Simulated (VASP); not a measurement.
Runs of VASP 6.6.1 on BP (rocksalt type). The structure is that of space group Fm-3m (No. 225), or close to it. The cells are those of the table. 

```csv
task,level,cell,smearing,k mesh for the DOS,occupations for the DOS,gap on the mesh (eV),pressure (GPa)
single point,PBE,"a = 2.993 Å, angles 60.0°, 2 atoms",fermi-dirac 0.05 eV,-,-,none,(a)
single point,PBE,"a = 3.085 Å, angles 60.0°, 2 atoms",fermi-dirac 0.05 eV,-,-,none,-4.7
electric field gradients,PBEsol,"a = 3.054 Å, angles 60.0°, 2 atoms",methfessel-paxton 0.05 eV,-,-,none,-3.5
single point,PBE,"a = 3.054 Å, angles 60.0°, 2 atoms",fermi-dirac 0.05 eV,-,-,none,-0.2
single point,PBE,"a = 3.114 Å, angles 60.0°, 2 atoms",fermi-dirac 0.05 eV,-,-,none,-8.6
electric field gradients,PBE,"a = 3.114 Å, angles 60.0°, 2 atoms",fermi-dirac 0.05 eV,-,-,none,-8.6
```

Alike in all rows: potentials or basis VASP PAW PBE potentials, release 64 (B, P); no spin polarisation; k mesh 16 × 16 × 16; cutoff (eV) 520.

Question: Estimate the missing entries.

Answer: (a) 11.1.

Caveats: the PAW data sets were made with another functional, which shifts forces and pressure a little (some runs).

A gap of «none» marks levels without a gap at the run's occupations.
